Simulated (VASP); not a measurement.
Input of a VASP 6.6.1 run:

The input INCAR:

```
PREC = Accurate
ENCUT = 520
EDIFF = 1E-6
ISMEAR = -1
SIGMA = 0.05
LREAL = F
LASPH = T
NELM = 80
ALGO = Normal
ISIF = 2
LWAVE = F
LCHARG = T
GGA = PE
LELF = T
LVHAR = T
NBANDS = 18
```

Contents of KPOINTS:

```
Automatic mesh
0
Gamma
  8 8 8
```

The input POSCAR:

```
Al3Au
1.0
   -1.9443196800      1.9443196800      4.0566000000
    1.9443196800     -1.9443196800      4.0566000000
    1.9443196800      1.9443196800     -4.0566000000
Au Al
1 3
Direct
    0.0000000000      0.0000000000      0.0000000000
    0.5000000000      0.5000000000      0.0000000000
    0.2500000000      0.7500000000      0.5000000000
    0.7500000000      0.2500000000      0.5000000000
```

Potentials or basis: VASP PAW PBE potentials, release 64 (Au, Al).

The run is started by

```console
$ cat potpaw_PBE.64/Au/POTCAR potpaw_PBE.64/Al/POTCAR > POTCAR
$ mpirun -np 1 vasp_std > vasp.out
```

**Question.** Predict the pressure.

**Answer.** 9.8 GPa.

**Question.** Predict the band gap on the k mesh.

**Answer.** Zero (band 10 reaches 11.91 eV, above the bottom of band 11 at 8.33 eV).

Stress tensor (GPa, compression positive):
```
11.68  0.00  0.00
 0.00 11.68  0.00
 0.00  0.00  6.16
```

Caveat: spin-orbit coupling is left out, which moves the levels of the heavy elements.
